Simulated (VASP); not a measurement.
# Al (P6_3/mmc) in VASP: a series of runs, part 2 of 3

VASP 6.6.1.

### Step 3. Relaxation of shape and atoms at fixed volume, r2SCAN (15.53 Å³/atom)

This run uses another cell than the first one, of 15.53 Å³/atom.

POSCAR reads:

```
Al
1.0
    2.7797199561      0.0000000000      0.0000000000
   -1.3898599780      2.4073080974      0.0000000000
    0.0000000000      0.0000000000      4.6417128825
Al
2
Direct
    0.6666666667      0.3333333333      0.7500000000
    0.3333333333      0.6666666667      0.2500000000
```

INCAR.step1 reads:

```
ALGO = Normal
EDIFF = 1E-4
ENCUT = 600
GGA = PE
ISMEAR = 0
LASPH = True
LCHARG = False
LREAL = False
LWAVE = True
NELM = 80
PREC = Accurate
SIGMA = 0.1
```

INCAR.step2 reads:

```
ALGO = Normal
EDIFF = 1E-7
EDIFFG = -0.01
ENCUT = 600
IBRION = 2
ISIF = 4
ISMEAR = 0
ISTART = 1
LASPH = True
LCHARG = False
LMIXTAU = True
LREAL = False
LWAVE = False
METAGGA = R2SCAN
NELM = 80
NSW = 50
PREC = Accurate
SIGMA = 0.1
```

KPOINTS reads:

```
k-points
0
Gamma
  18 18 10
```

Potentials or basis: VASP PAW PBE potentials, release 64 (Al).

Launch:

```
$ cat potpaw_PBE.64/Al/POTCAR > POTCAR
$ cp INCAR.step1 INCAR
$ mpirun -np 1 vasp_std > vasp.out
$ cp INCAR.step2 INCAR
$ mpirun -np 1 vasp_std > vasp.out
```

OUTCAR:

```text
EDIFF = 1E-7
   EDIFFG = -0.01
   ENCUT = 600
   IBRION = 2
   ISIF = 4
   ISMEAR = 0
   ISTART = 1
   LASPH = True
   LREAL = False
   METAGGA = R2SCAN
   NELM = 80
   NSW = 50
   PREC = Accurate

 ion  position               nearest neighbor table
   1  0.667  0.333  0.750-   2 2.82   2 2.82   2 2.82   2 2.82   2 2.82   2 2.82
   2  0.333  0.667  0.250-   1 2.82   1 2.82   1 2.82   1 2.82   1 2.82   1 2.82

  LATTYP: Found a hexagonal cell.
 ALAT       =     2.7797199561
 C/A-ratio  =     1.6698491056

  Lattice vectors:

 A1 = (   2.7797199561,   0.0000000000,   0.0000000000)
 A2 = (  -1.3898599780,   2.4073080974,   0.0000000000)
 A3 = (   0.0000000000,   0.0000000000,   4.6417128825)

Analysis of symmetry for initial positions (statically):
=====================================================================
 Subroutine PRICEL returns:
 Original cell was already a primitive cell.

 Routine SETGRP: Setting up the symmetry group for a
 hexagonal supercell.

 Subroutine GETGRP returns: Found 24 space group operations
 (whereof 12 operations were pure point group operations)
 out of a pool of 24 trial point group operations.

The static configuration has the point symmetry D_3d.
 The point group associated with its full space group is D_6h.

Analysis of symmetry for dynamics (positions and initial velocities):
=====================================================================
 Subroutine PRICEL returns:
 Original cell was already a primitive cell.

 Routine SETGRP: Setting up the symmetry group for a
 hexagonal supercell.

 Subroutine GETGRP returns: Found 24 space group operations
 (whereof 12 operations were pure point group operations)
 out of a pool of 24 trial point group operations.

The dynamic configuration has the point symmetry D_3d.
 The point group associated with its full space group is D_6h.

 Subroutine INISYM returns: Found 24 space group operations
 (whereof 12 operations are pure point group operations),
 and found     1 'primitive' translations

----------------------------------------------------------------------------------------

                                     Primitive cell

  volume of cell :      31.0607

  direct lattice vectors                    reciprocal lattice vectors
     2.779719956  0.000000000  0.000000000     0.359748470  0.207700876  0.000000000
    -1.389859978  2.407308097  0.000000000     0.000000000  0.415401751  0.000000000
     0.000000000  0.000000000  4.641712883     0.000000000  0.000000000  0.215437711

  length of vectors
     2.779719956  2.779719956  4.641712883     0.415401751  0.415401751  0.215437711

  position of ions in fractional coordinates (direct lattice)
     0.666666667  0.333333333  0.750000000
     0.333333333  0.666666667  0.250000000

[... 101 lines left out ...]
   METAGGA = R2SCAN    functional components
   LHFCALC =     F    Hartree Fock is set to
   AEXX    =    0.0000 exact exchange contribution
   IVDW    =     0    specifies the selected vdW correction
   LEPSILON=     F    determine dielectric tensor
   LRPA    =     F    only Hartree local field effects (RPA)
 conjugate gradient relaxation of ions
 non-spin polarized calculation
 Gauss-broadening in eV      SIGMA  =   0.10
  energy-cutoff  :      600.00
  volume of cell :       31.06
 maximum number of plane-waves:      1065
 NGX is ok and might be reduce to    24
   NGX = 11   NGY = 11   NGZ = 19

--------------------------------------- Ionic step        1  -------------------------------------------

 number of electron       6.0000000 magnetization

 Free energy of the ion-electron system (eV)
  ---------------------------------------------------
  ext. energy  EPLUGINS =         0.00000000
  ---------------------------------------------------
  free energy    TOTEN  =       -13.39045831 eV

  energy without entropy =      -13.38641682  energy(sigma->0) =      -13.38843757

------------------------ aborting loop because EDIFF is reached ----------------------------------------

  FORCE on cell =-STRESS in cart. coord.  units (eV):
  Direction    XX          YY          ZZ          XY          YZ          ZX
  --------------------------------------------------------------------------------------
  -------------------------------------------------------------------------------------
  Total        0.5093589      0.5093589      0.4623918      0.0000000      0.0000000      0.0000000
  in kB       26.2738337     26.2738337     23.8511727      0.0000000      0.0000000      0.0000000
  external PRESSURE =      25.4662800 kB  Pullay stress =       0.0000000 kB

 VOLUME and BASIS-vectors are now :
 -----------------------------------------------------------------------------
  energy-cutoff  :      600.00
  volume of cell :       31.06
      direct lattice vectors                 reciprocal lattice vectors
     2.779719956  0.000000000  0.000000000     0.359748470  0.207700876  0.000000000
    -1.389859978  2.407308097  0.000000000     0.000000000  0.415401751  0.000000000
     0.000000000  0.000000000  4.641712883     0.000000000  0.000000000  0.215437711

 POSITION                                       TOTAL-FORCE (eV/Angst)
 -----------------------------------------------------------------------------------
      1.38986      0.80244      3.48128        -0.000000      0.000000      0.000000
     -0.00000      1.60487      1.16043         0.000000     -0.000000      0.000000
 -----------------------------------------------------------------------------------
    total drift:                                0.000000     -0.000000      0.000000

  FREE ENERGIE OF THE ION-ELECTRON SYSTEM (eV)
  ---------------------------------------------------
  free  energy   TOTEN  =       -13.3904583099 eV

  energy  without entropy=      -13.3864168237  energy(sigma->0) =      -13.38843757

--------------------------------------- Ionic step        2  -------------------------------------------

 number of electron       6.0000000 magnetization

 Free energy of the ion-electron system (eV)
  ---------------------------------------------------
  ext. energy  EPLUGINS =         0.00000000
  ---------------------------------------------------
  free energy    TOTEN  =       -13.39048494 eV

  energy without entropy =      -13.38636018  energy(sigma->0) =      -13.38842256

 E-fermi :   8.6736     XC(G=0): -11.1395

 val. band max:        8.6575327630   @ k =   0.3333   0.1667   0.0000
 cond. band min:       8.6744393349   @ k =   0.2778   0.1111   0.0000
 fundamental gap:      0.0169065719
 Fermi energy:         8.6735994390

 k-point     1 :       0.0000    0.0000    0.0000
  band No.  band energies     occupation
      1      -3.6199      2.00000
      2       3.2800      2.00000
      3       3.7645      2.00000
      4      20.8982      0.00000
      5      20.8982      0.00000
      6      20.9469      0.00000
      7      20.9469      0.00000
[... 221 lines left out ...]
 k-point    24 :       0.3889    0.1111    0.0000
  band No.  band energies     occupation
      1       1.8632      2.00000
      2       4.6712      2.00000
      3       8.4788      1.99413
      4       9.1087      0.00000
      5      11.1335      0.00000
      6      11.3881      0.00000
      7      13.3502      0.00000

 [... further k-points ...]
[... 5 lines left out ...]
  --------------------------------------------------------------------------------------
  -------------------------------------------------------------------------------------
  Total        0.5008982      0.5008982      0.4744411      0.0000000      0.0000000      0.0000000
  in kB       25.8374136     25.8374136     24.4726989      0.0000000      0.0000000      0.0000000
  external PRESSURE =      25.3825087 kB  Pullay stress =       0.0000000 kB

 VOLUME and BASIS-vectors are now :
 -----------------------------------------------------------------------------
  energy-cutoff  :      600.00
  volume of cell :       31.06
      direct lattice vectors                 reciprocal lattice vectors
     2.780770074  0.000000000  0.000000000     0.359612616  0.207622440  0.000000000
    -1.390385037  2.408217526 -0.000000000    -0.000000000  0.415244881 -0.000000000
    -0.000000000  0.000000000  4.638207792    -0.000000000  0.000000000  0.215600517

 POSITION                                       TOTAL-FORCE (eV/Angst)
 -----------------------------------------------------------------------------------
      1.39039      0.80274      3.47866        -0.000000      0.000000      0.000000
     -0.00000      1.60548      1.15955         0.000000     -0.000000      0.000000
 -----------------------------------------------------------------------------------
    total drift:                                0.000000     -0.000000      0.000000

  FREE ENERGIE OF THE ION-ELECTRON SYSTEM (eV)
  ---------------------------------------------------
  free  energy   TOTEN  =       -13.3904849386 eV

  energy  without entropy=      -13.3863601846  energy(sigma->0) =      -13.38842256

 reached required accuracy - stopping structural energy minimisation
```

OUTCAR.step1:

```text
EDIFF = 1E-4
   ENCUT = 600
   GGA = PE
   ISMEAR = 0
   LASPH = True
[... 464 lines left out ...]
 -----------------------------------------------------------------------------------
      1.38986      0.80244      3.48128        -0.000000     -0.000000      0.000000
     -0.00000      1.60487      1.16043         0.000000      0.000000      0.000000
 -----------------------------------------------------------------------------------
    total drift:                                0.000000     -0.000000      0.000000

  FREE ENERGIE OF THE ION-ELECTRON SYSTEM (eV)
  ---------------------------------------------------
  free  energy   TOTEN  =        -7.3862288970 eV

  energy  without entropy=       -7.3815743016  energy(sigma->0) =       -7.38390160
```

OSZICAR.step1:

```text
N       E                     dE             d eps       ncg     rms          rms(c)
DAV:   1     0.813280236863E+00    0.81328E+00   -0.26307E+03  3108   0.767E+02
DAV:   2    -0.735836428210E+01   -0.81716E+01   -0.76888E+01  4144   0.545E+01
DAV:   3    -0.743728049594E+01   -0.78916E-01   -0.74535E-01  4585   0.673E+00
DAV:   4    -0.743754376890E+01   -0.26327E-03   -0.26278E-03  4319   0.336E-01
DAV:   5    -0.743754462191E+01   -0.85301E-06   -0.85229E-06  4487   0.170E-02    0.197E+00
DAV:   6    -0.740755912838E+01    0.29985E-01   -0.29341E-03  3850   0.418E-01    0.114E+00
DAV:   7    -0.738632504907E+01    0.21234E-01   -0.85201E-03  3507   0.659E-01    0.184E-01
DAV:   8    -0.738622889697E+01    0.96152E-04   -0.82594E-05  4683   0.756E-02
   1 F= -.73862289E+01 E0= -.73839016E+01  d E =-.465460E-02
```

Run time: 2.8 min. Hardware: 1 thread of Intel Xeon Platinum 8375C at 2.90GHz (Ice Lake), shared host; peak memory 0.2 GiB.

What came out:

```
Free energy               : -13.3905 eV
Energy gained by relaxing : 0.0 meV/atom
Ionic steps               : 2
Pressure after relaxing   : 2.5 GPa
Band gap on the k mesh    : zero (bands 3 and 4 overlap by 7.67 eV)
```

Final structure:
```xyz
2
Lattice="2.7808 0.0000 0.0000 -1.3904 2.4082 0.0000 0.0000 0.0000 4.6382" Properties=species:S:1:pos:R:3 pbc="T T T"
Al    1.3904    0.8027    3.4787
Al    0.0000    1.6055    1.1596
```

Levels at points of the mesh, in eV from the Fermi level:
| k point | band 1 | band 2 | band 3 | band 4 | band 5 | band 6 | band 7 |
| --- | --- | --- | --- | --- | --- | --- | --- |
| (0.00, 0.00, 0.00) | -12.29 | -5.39 | -4.91 | 12.22 | 12.22 | 12.27 | 12.27 |
| (0.50, 0.00, 0.00) | -5.73 | -5.67 | 0.59 | 1.19 | 1.32 | 1.97 | 6.59 |
| (0.00, 0.00, 0.50) | -10.48 | -10.48 | 3.35 | 3.35 | 13.17 | 13.17 | 13.17 |
| (0.50, 0.00, 0.50) | -4.42 | -4.42 | -3.38 | -3.38 | 8.04 | 8.06 | 8.12 |

Caveat: the PAW data sets were made with another functional, which shifts forces and pressure a little.

[end of part 2 of 3]
